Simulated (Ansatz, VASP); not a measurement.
# One calculation of TiO2, two programs

```
CELL_PARAMETERS angstrom
3.38870 0.00000 0.00000
0.00000 3.38870 0.00000
0.00000 0.00000 5.33883
ATOMIC_POSITIONS crystal
Ti 0.00000 0.00000 0.00000
Ti 0.50000 0.50000 0.50000
O 0.00000 0.50000 0.34307
O 0.00000 0.50000 0.84307
O 0.50000 0.00000 0.65693
O 0.50000 0.00000 0.15693
```

Alike in both runs: functional PBE; k mesh 8 × 8 × 4; occupations gaussian, width 0.02 eV; no spin polarisation.

Ansatz relaxed the structure, and its values are those at the end. VASP's run is a single point on that final structure, the one shown.

|  | VASP | Ansatz |
| --- | --- | --- |
| version | VASP 6.6.1 | Ansatz 0.2.0 |
| potentials or method | VASP PAW PBE potentials, release 64 (Ti_sv, O), cutoff 520 eV | scalar-relativistic, plane waves, PAW |
| valence electrons in the cell | 48 | 48 |

|  | VASP | Ansatz | Ansatz less VASP |
| --- | --- | --- | --- |
| gap on the k mesh at the Fermi level (eV) | 2.55 | 2.57 | +0.017 |
| least direct gap on the mesh (eV) | 2.57 | 2.58 | +0.017 |
| pressure (GPa) | 0.7 | 0.0 | -0.72 |
| rms of the force components (eV/Å) | 0.030 | 0.000 | -0.0301 |

The functional is the same, so the differences come from potentials, cutoffs and numerics.
